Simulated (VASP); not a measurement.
# Hg (Pm-3m) in VASP: a series of runs

Runs on Hg. Level: RPBE. Tasks: single point.

Program: VASP 6.6.1. These are calculated values, not measurements. Logs are shortened: lines on timing, memory, paths and dates and some standing lists are left out, and cuts for length are marked.

## Step 1: The cell of the first run

It takes space group Pm-3m (No. 221, cubic). The conventional cell has a = 4.661 Å, b = 4.661 Å, c = 4.661 Å, α = 90.00°, β = 90.00°, γ = 90.00°.

## Step 2: Single point, RPBE (volume scaled by 0.88)

Contents of INCAR:

```
ALGO = Normal ; EDIFF = 1E-6
ENCUT = 520 ; GGA = RP
ISIF = 2 ; ISMEAR = -1
LASPH = T ; LCHARG = F
LREAL = F ; LWAVE = F
NBANDS = 12 ; NELM = 80
PREC = Accurate ; SIGMA = 0.1
```

Contents of KPOINTS:

```
k-points
0
Gamma
  7 7 7
```

Contents of POSCAR:

```
Hg
1.0
    4.6609638098      0.0000000000      0.0000000000
    0.0000000000      4.6609638098      0.0000000000
    0.0000000000      0.0000000000      4.6609638098
Hg
1
Direct
    0.0000000000      0.0000000000      0.0000000000
```

Potentials or basis: VASP PAW PBE potentials, release 64 (Hg).

On the command line:

```
cat potpaw_PBE.64/Hg/POTCAR > POTCAR
mpirun -np 1 vasp_std > vasp.out
```

OUTCAR:

```text
EDIFF = 1E-6
   ENCUT = 520
   GGA = RP
   ISIF = 2
   ISMEAR = -1
   LASPH = T
   LREAL = F
   NELM = 80
   PREC = Accurate

 ion  position               nearest neighbor table
   1  0.000  0.000  0.000-

  LATTYP: Found a simple cubic cell.
 ALAT       =     4.6609638098

  Lattice vectors:

 A1 = (   4.6609638098,   0.0000000000,   0.0000000000)
 A2 = (   0.0000000000,   4.6609638098,   0.0000000000)
 A3 = (   0.0000000000,   0.0000000000,   4.6609638098)

Analysis of symmetry for initial positions (statically):
=====================================================================
 Subroutine PRICEL returns:
 Original cell was already a primitive cell.

 Routine SETGRP: Setting up the symmetry group for a
 simple cubic supercell.

 Subroutine GETGRP returns: Found 48 space group operations
 (whereof 48 operations were pure point group operations)
 out of a pool of 48 trial point group operations.

The static configuration has the point symmetry O_h .

Analysis of symmetry for dynamics (positions and initial velocities):
=====================================================================
 Subroutine PRICEL returns:
 Original cell was already a primitive cell.

 Routine SETGRP: Setting up the symmetry group for a
 simple cubic supercell.

 Subroutine GETGRP returns: Found 48 space group operations
 (whereof 48 operations were pure point group operations)
 out of a pool of 48 trial point group operations.

The dynamic configuration has the point symmetry O_h .

 Subroutine INISYM returns: Found 48 space group operations
 (whereof 48 operations are pure point group operations),
 and found     1 'primitive' translations

----------------------------------------------------------------------------------------

                                     Primitive cell

  volume of cell :     101.2575

  direct lattice vectors                    reciprocal lattice vectors
     4.660963810  0.000000000  0.000000000     0.214547901  0.000000000  0.000000000
     0.000000000  4.660963810  0.000000000     0.000000000  0.214547901  0.000000000
     0.000000000  0.000000000  4.660963810     0.000000000  0.000000000  0.214547901

  length of vectors
     4.660963810  4.660963810  4.660963810     0.214547901  0.214547901  0.214547901

  position of ions in fractional coordinates (direct lattice)
     0.000000000  0.000000000  0.000000000

  ion indices of the primitive-cell ions
   primitive index   ion index
                 1           1

----------------------------------------------------------------------------------------

 KPOINTS: k-points

Automatic generation of k-mesh.
 Grid dimensions read from file:
 generate k-points for:    7    7    7

 Generating k-lattice:

  Cartesian coordinates                     Fractional coordinates (reciprocal lattice)
     0.030649700  0.000000000  0.000000000     0.142857143  0.000000000  0.000000000
     0.000000000  0.030649700  0.000000000     0.000000000  0.142857143  0.000000000
     0.000000000  0.000000000  0.030649700     0.000000000  0.000000000  0.142857143

  Length of vectors
     0.030649700  0.030649700  0.030649700

  Shift w.r.t. Gamma in fractional coordinates (k-lattice)
     0.000000000  0.000000000  0.000000000

 Subroutine IBZKPT returns following result:
 ===========================================

 Found     20 irreducible k-points:

 Following reciprocal coordinates:
            Coordinates               Weight
  0.000000  0.000000  0.000000      1.000000
  0.142857  0.000000  0.000000      6.000000
  0.285714  0.000000  0.000000      6.000000
  0.428571  0.000000  0.000000      6.000000
  0.142857  0.142857  0.000000     12.000000
  0.285714  0.142857  0.000000     24.000000
[... 12 lines left out ...]
  0.428571  0.428571  0.285714     24.000000
  0.428571  0.428571  0.428571      8.000000
   k-points           NKPTS =     20   k-points in BZ     NKDIM =     20   number of bands    NBANDS=     12
   number of dos      NEDOS =    301   number of ions     NIONS =      1
   total plane-waves  NPLWV =  46656
   dimension x,y,z NGX =    36 NGY =   36 NGZ =   36
   dimension x,y,z NGXF=    72 NGYF=   72 NGZF=   72
   ions per type =               1
   NGX,Y,Z   is equivalent  to a cutoff of  12.84, 12.84, 12.84 a.u.
   NGXF,Y,Z  is equivalent  to a cutoff of  25.68, 25.68, 25.68 a.u.
 SYSTEM =  unknown system
   PREC   = accura    normal or accurate (medium, high low for compatibility)
   ISTART =      0    job   : 0-new  1-cont  2-samecut
   ICHARG =      2    charge: 1-file 2-atom 10-const
   ISPIN  =      1    spin polarized calculation?
   LNONCOLLINEAR =      F non collinear calculations
   LSORBIT =      F    spin-orbit coupling
   LASPH  =      T    aspherical Exc in radial PAW
   ENCUT  =  520.0 eV  38.22 Ry    6.18 a.u.   8.67  8.67  8.67*2*pi/ulx,y,z
   NELM   =     80;   NELMIN=  2; NELMDL= -5     # of ELM steps
   EDIFF  = 0.1E-05   stopping-criterion for ELM
   LREAL  =      F    real-space projection
   EDIFFG = 0.1E-04   stopping-criterion for IOM
   NSW    =      0    number of steps for IOM
   IBRION =     -1    ionic relax: 0-MD 1-quasi-New 2-CG
   NFREE  =      0    steps in history (QN), initial steepest desc. (CG)
   ISIF   =      2    stress and relaxation
   ISYM   =      2    0-nonsym 1-usesym 2-fastsym
   POTIM  = 0.5000    time-step for ionic-motion
   TEBEG  =    0.0;   TEEND  =   0.0 temperature during run
   PSTRESS=    0.0 pullay stress
   NELECT =      12.0000    total number of electrons
   NUPDOWN=      -1.0000    fix difference up-down
   EMIN   =  10.00;   EMAX   =-10.00  energy-range for DOS
   EFERMI =   0.00;   METHOD = LEGACY
   ISMEAR =    -1;   SIGMA  =   0.10  broadening in eV -4-tet -1-fermi 0-gaus
   EFERMI_NEDOS =   21; number of points for ismear=-14 and -15
   IALGO  =     38    algorithm
   IMIX   =      4    mixing-type and parameters
     AMIX     =   0.40;   BMIX     =  1.00
     AMIX_MAG =   1.60;   BMIX_MAG =  1.00
  volume/ion in A,a.u.               =     101.26       683.32
  Fermi-wavevector in a.u.,A,eV,Ry     =   0.804130  1.519585  8.797865  0.646625
  Thomas-Fermi vector in A             =   1.912128
   LORBIT       =      0    0 simple, 1 ext, 2 COOP (PROOUT), +10 PAW based schemes
   GGA     = RP    functional components
   LHFCALC =     F    Hartree Fock is set to
   AEXX    =    0.0000 exact exchange contribution
   IVDW    =     0    specifies the selected vdW correction
   LEPSILON=     F    determine dielectric tensor
   LRPA    =     F    only Hartree local field effects (RPA)
 non-spin polarized calculation
  energy-cutoff  :      520.00
  volume of cell :      101.26
 maximum number of plane-waves:      2777
 NGX is ok and might be reduce to    36
   NGX = 17   NGY = 17   NGZ = 17

 number of electron      11.9999995 magnetization

 Free energy of the ion-electron system (eV)
  ---------------------------------------------------
  ext. energy  EPLUGINS =         0.00000000
  ---------------------------------------------------
  free energy    TOTEN  =        -0.02922217 eV

  energy without entropy =       -0.02922216  energy(sigma->0) =       -0.02922216

 E-fermi :  -2.6554     XC(G=0):  -4.5062

 val. band max:       -4.4846776105   @ k =   0.4286   0.4286   0.4286
 cond. band min:      -0.8165000657   @ k =   0.4286   0.0000   0.0000
 fundamental gap:      3.6681775448
 Fermi energy:        -2.6554242450

 k-point     1 :       0.0000    0.0000    0.0000
  band No.  band energies     occupation
      1      -8.2929      2.00000
      2      -8.2929      2.00000
      3      -8.2073      2.00000
      4      -8.2073      2.00000
      5      -8.2073      2.00000
      6      -5.8656      2.00000
      7       2.4862      0.00000
      8       2.4862      0.00000
      9       2.4862      0.00000
     10       2.8427      0.00000
     11       5.5082      0.00000
     12       5.5082      0.00000

 k-point     2 :       0.1429    0.0000    0.0000
  band No.  band energies     occupation
      1      -8.2921      2.00000
      2      -8.2794      2.00000
      3      -8.2118      2.00000
      4      -8.2118      2.00000
      5      -8.2069      2.00000
      6      -5.7824      2.00000
      7       1.2523      0.00000
      8       2.5895      0.00000
      9       2.5895      0.00000
     10       3.5668      0.00000
     11       5.6299      0.00000
     12       6.4204      0.00000

 k-point     3 :       0.2857    0.0000    0.0000
  band No.  band energies     occupation
      1      -8.2902      2.00000
      2      -8.2498      2.00000
      3      -8.2219      2.00000
      4      -8.2219      2.00000
      5      -8.2061      2.00000
      6      -5.5683      2.00000
      7      -0.0333      0.00000
      8       2.8518      0.00000
      9       2.8518      0.00000
     10       4.1200      0.00000
     11       5.9948      0.00000
     12       7.1522      0.00000

 k-point     4 :       0.4286    0.0000    0.0000
  band No.  band energies     occupation
      1      -8.2888      2.00000
      2      -8.2299      2.00000
      3      -8.2299      2.00000
      4      -8.2269      2.00000
      5      -8.2054      2.00000
      6      -5.3583      2.00000
      7      -0.8165      0.00000
      8       3.1065      0.00000
      9       3.1065      0.00000
     10       4.7121      0.00000
     11       6.1474      0.00000
     12       6.5844      0.00000

 k-point     5 :       0.1429    0.1429    0.0000
  band No.  band energies     occupation
      1      -8.2851      2.00000
      2      -8.2718      2.00000
      3      -8.2166      2.00000
      4      -8.2116      2.00000
      5      -8.2113      2.00000
      6      -5.7003      2.00000
      7       1.1551      0.00000
      8       1.6893      0.00000
      9       2.6919      0.00000
     10       4.2299      0.00000
     11       6.1905      0.00000
     12       6.7521      0.00000
[... 168 lines left out ...]
      1      -8.2386      2.00000
      2      -8.2374      2.00000
      3      -8.2374      2.00000
      4      -8.2206      2.00000
      5      -8.2206      2.00000
      6      -5.0176      2.00000
      7       0.5356      0.00000
      8       1.0467      0.00000
      9       1.0467      0.00000
     10       4.5454      0.00000
     11       5.5978      0.00000
     12       5.5978      0.00000

 k-point    18 :       0.4286    0.2857    0.2857
  band No.  band energies     occupation
      1      -8.2477      2.00000
      2      -8.2466      2.00000
      3      -8.2366      2.00000
      4      -8.2197      2.00000
      5      -8.1945      2.00000
      6      -4.8316      2.00000
      7       0.0666      0.00000
      8       1.0680      0.00000
      9       1.3546      0.00000
     10       3.9265      0.00000
     11       4.7636      0.00000
     12       5.8415      0.00000

 k-point    19 :       0.4286    0.4286    0.2857
  band No.  band energies     occupation
      1      -8.2576      2.00000
      2      -8.2460      2.00000
      3      -8.2458      2.00000
      4      -8.2068      2.00000
      5      -8.1797      2.00000
      6      -4.6544      2.00000
      7       0.3809      0.00000
      8       0.4529      0.00000
      9       1.5162      0.00000
     10       3.3604      0.00000
     11       4.9243      0.00000
     12       5.0895      0.00000

 k-point    20 :       0.4286    0.4286    0.4286
  band No.  band energies     occupation
      1      -8.2563      2.00000
      2      -8.2560      2.00000
      3      -8.2560      2.00000
      4      -8.1791      2.00000
      5      -8.1791      2.00000
      6      -4.4847      2.00000
      7       0.6799      0.00000
      8       0.7608      0.00000
      9       0.7608      0.00000
     10       3.7555      0.00000
     11       4.2476      0.00000
     12       4.2476      0.00000

------------------------ aborting loop because EDIFF is reached ----------------------------------------

  FORCE on cell =-STRESS in cart. coord.  units (eV):
  Direction    XX          YY          ZZ          XY          YZ          ZX
  --------------------------------------------------------------------------------------
  -------------------------------------------------------------------------------------
  Total        0.0184211      0.0184211      0.0184211      0.0000000      0.0000000     -0.0000000
  in kB        0.2914738      0.2914738      0.2914738      0.0000000      0.0000000     -0.0000000
  external PRESSURE =       0.2914738 kB  Pullay stress =       0.0000000 kB

 VOLUME and BASIS-vectors are now :
 -----------------------------------------------------------------------------
  energy-cutoff  :      520.00
  volume of cell :      101.26
      direct lattice vectors                 reciprocal lattice vectors
     4.660963810  0.000000000  0.000000000     0.214547901  0.000000000  0.000000000
     0.000000000  4.660963810  0.000000000     0.000000000  0.214547901  0.000000000
     0.000000000  0.000000000  4.660963810     0.000000000  0.000000000  0.214547901

 POSITION                                       TOTAL-FORCE (eV/Angst)
 -----------------------------------------------------------------------------------
      0.00000      0.00000      0.00000         0.000000      0.000000      0.000000
 -----------------------------------------------------------------------------------
    total drift:                                0.000000     -0.000000     -0.000000

  FREE ENERGIE OF THE ION-ELECTRON SYSTEM (eV)
  ---------------------------------------------------
  free  energy   TOTEN  =        -0.0292221669 eV

  energy  without entropy=       -0.0292221630  energy(sigma->0) =       -0.02922216
```

Run time: 7.1 s. Hardware: 1 thread of Intel Xeon Platinum 8375C at 2.90GHz (Ice Lake), shared host; peak memory 0.2 GiB.

What came out:

- Free energy: -0.0292 eV
- Pressure: 0.0 GPa
- Band gap on the k mesh: 3.67 eV, indirect (least direct gap 4.54 eV)

Levels at points of the mesh, in eV from the valence-band top:
```
           k point  band 2  band 3  band 4  band 5  band 6  band 7  band 8  band 9  band 10  band 11
(0.00, 0.00, 0.00)   -3.81   -3.72   -3.72   -3.72   -1.38    6.97    6.97    6.97     7.33     9.99
```

Caveat: the cell differs from its parent crystal (volume scaled by 0.88); the PAW data sets were made with another functional, which shifts forces and pressure a little; spin-orbit coupling is left out, which moves the levels of the heavy elements. A k mesh can miss the band edges.

## Step 3: Single point, RPBE (volume scaled by 0.92)

Contents of INCAR:

```
SYSTEM = Hg
ALGO = Normal
EDIFF = 1E-6
ENCUT = 520
GGA = RP
ISIF = 2
ISMEAR = -1
LASPH = .True.
LCHARG = .True.
LELF = .True.
LREAL = .False.
LVHAR = .True.
LWAVE = .False.
NBANDS = 12
NELM = 80
PREC = Accurate
SIGMA = 0.1
```

Contents of KPOINTS:

```
k-points
0
Gamma
  7 7 7
  0 0 0
```

Contents of POSCAR:

```
Hg
1.0
    4.7305406916      0.0000000000      0.0000000000
    0.0000000000      4.7305406916      0.0000000000
    0.0000000000      0.0000000000      4.7305406916
Hg
1
Direct
    0.0000000000      0.0000000000      0.0000000000
```

Potentials or basis: VASP PAW PBE potentials, release 64 (Hg).

On the command line:

```
cat potpaw_PBE.64/Hg/POTCAR > POTCAR
mpirun -np 1 vasp_std > vasp.out
```

It took 8.9 s on 1 thread of Intel Xeon Platinum 8375C at 2.90GHz (Ice Lake), shared host; peak memory 0.21 GiB.

Results (log left out):

* Free energy: -0.0306 eV
* Pressure: 0.0 GPa
* Band gap on the k mesh: 3.75 eV, indirect (least direct gap 4.56 eV)

Levels at points of the mesh, in eV from the valence-band top:
```csv
k point,band 4,band 5,band 6,band 7,band 8,band 9
"(0.00, 0.00, 0.00)",-3.67,-3.67,-1.27,6.92,6.92,6.92
```

Caveat: the cell differs from its parent crystal (volume scaled by 0.92); the PAW data sets were made with another functional, which shifts forces and pressure a little; spin-orbit coupling is left out, which moves the levels of the heavy elements. A k mesh can miss the band edges.

## Step 4: Single point, RPBE

This run uses another cell than the first one, of 115.07 Å³/atom, 1.136 times its volume.

Contents of INCAR:

```
ALGO     = Normal         # electronic algorithm
EDIFF    = 1E-7           # SCF threshold, eV
ENCUT    = 520            # plane-wave cutoff, eV
GGA      = RP             # functional
ISIF     = 2              # what is computed and relaxed
ISMEAR   = -1             # smearing method
LASPH    = True           # aspherical terms in the spheres
LCHARG   = False          # write CHGCAR
LREAL    = False          # projectors in reciprocal space
LWAVE    = False          # write WAVECAR
NBANDS   = 12             # bands
NELM     = 60             # most SCF steps
PREC     = Accurate       # precision mode
SIGMA    = 0.1            # smearing width, eV
```

Contents of KPOINTS:

```
k-points
0
Gamma
  7 7 7
```

Contents of POSCAR:

```
Hg
1.0
    4.8638649387      0.0000000000      0.0000000000
    0.0000000000      4.8638649387      0.0000000000
    0.0000000000      0.0000000000      4.8638649387
Hg
1
Direct
    0.0000000000      0.0000000000      0.0000000000
```

On the command line:

```
cat potpaw_PBE.64/Hg/POTCAR > POTCAR
mpirun -np 1 vasp_std > vasp.out
```

Wall time 14 s (1 thread of Intel Xeon Platinum 8375C at 2.90GHz (Ice Lake), shared host); peak memory 0.21 GiB.

Results (log left out):

* Free energy: -0.0320 eV
* Pressure: 0.0 GPa
* Band gap on the k mesh: 3.90 eV, indirect (least direct gap 4.58 eV)

Levels at points of the mesh, in eV from the valence-band top:
| k point | band 4 | band 5 | band 6 | band 7 | band 8 | band 9 |
| --- | --- | --- | --- | --- | --- | --- |
| (0.00, 0.00, 0.00) | -3.58 | -3.58 | -1.07 | 6.84 | 6.84 | 6.84 |

Caveat: the PAW data sets were made with another functional, which shifts forces and pressure a little; spin-orbit coupling is left out, which moves the levels of the heavy elements. A k mesh can miss the band edges.

## Step 5: Single point, RPBE (volume scaled by 1.12)

Contents of INCAR:

```
ALGO = Normal
EDIFF = 1E-6
ENCUT = 520
GGA = RP
ISIF = 2
ISMEAR = -1
LASPH = T
LCHARG = F
LREAL = F
LWAVE = F
NBANDS = 12
NELM = 60
PREC = Accurate
SIGMA = 0.1
```

KPOINTS is that of step 4.

Contents of POSCAR:

```
Hg
1.0
    5.0511180013      0.0000000000      0.0000000000
    0.0000000000      5.0511180013      0.0000000000
    0.0000000000      0.0000000000      5.0511180013
Hg
1
Direct
    0.0000000000      0.0000000000      0.0000000000
```

On the command line:

```
cat potpaw_PBE.64/Hg/POTCAR > POTCAR
mpirun -np 1 vasp_std > vasp.out
```

Run time: 23 s. Hardware: 1 thread of Intel Xeon Platinum 8375C at 2.90GHz (Ice Lake), shared host; peak memory 0.24 GiB.

The run converged. Its results:

- Free energy: -0.0320 eV
- Pressure: 0.0 GPa
- Band gap on the k mesh: 4.08 eV, indirect (least direct gap 4.62 eV)

Levels at points of the mesh, in eV from the valence-band top:
```tsv
k point	band 2	band 3	band 4	band 5	band 6	band 7	band 8	band 9	band 10	band 11
(0.00, 0.00, 0.00)	-3.52	-3.48	-3.48	-3.48	-0.85	6.72	6.72	6.72	6.73	9.44
```

Caveat: the cell differs from its parent crystal (volume scaled by 1.12); the PAW data sets were made with another functional, which shifts forces and pressure a little; spin-orbit coupling is left out, which moves the levels of the heavy elements. A k mesh can miss the band edges.

## Step 6: Summary

```csv
cell,gap on the mesh (eV),pressure (GPa)
"a = 4.661 Å, 1 atom",3.67,0.0
"a = 4.731 Å, 1 atom",3.75,0.0
"a = 4.864 Å, 1 atom",3.90,0.0
"a = 5.051 Å, 1 atom",4.08,0.0
```

Alike in all rows: task single point; level RPBE; potentials or basis VASP PAW PBE potentials, release 64 (Hg); no spin polarisation; k mesh 7 × 7 × 7; cutoff (eV) 520; smearing fermi-dirac 0.1 eV.

Caveats: the PAW data sets were made with another functional, which shifts forces and pressure a little; spin-orbit coupling is left out, which moves the levels of the heavy elements.

Absolute energies hang on the potentials; compare differences alone.
